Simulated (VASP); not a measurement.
The system is Cs3O2.

```xyz
5
Lattice="4.7902 0.0000 0.0000 -2.3951 4.1485 0.0000 0.0000 0.0000 7.4528" Properties=species:S:1:pos:R:3 pbc="T T T"
Cs    0.0000    0.0000    0.0000
Cs    0.0000    2.7656    4.8071
Cs    2.3951    1.3828    2.6458
O     0.0000    2.7656    1.8259
O     2.3951    1.3828    5.6269
```

Base run:

- Program: VASP 6.6.1
- Functional: PBE
- Potentials or basis: VASP PAW PBE potentials, release 64 (Cs_sv, O)
- Cutoff: 600 eV
- k mesh: 6 × 6 × 4
- Occupations: gaussian, width 0.1 eV
- Spin: no spin polarisation

Its results: band gap on the k mesh zero (an odd number of electrons rules out a gap without spin polarisation); pressure 1.5 GPa; largest force 0.601 eV/Å.

**Question.** The run is repeated on the same cell with these changes: spin from no spin polarisation to collinear spin, ferromagnetic start; further incar settings from ALGO = Normal; EDIFF = 1e-06; NBANDS = 28 to ALGO = Normal; EDIFF = 1e-06; NBANDS = 32. What comes out?

**Answer.** Band gap on the k mesh zero (filled and empty bands overlap); pressure 1.6 GPa; net moment 1.00 μB per cell; site moments Cs +0.01; O +0.39 μB; largest force 0.603 eV/Å.

Caveats: spin-orbit coupling is left out, which moves the levels of the heavy elements.
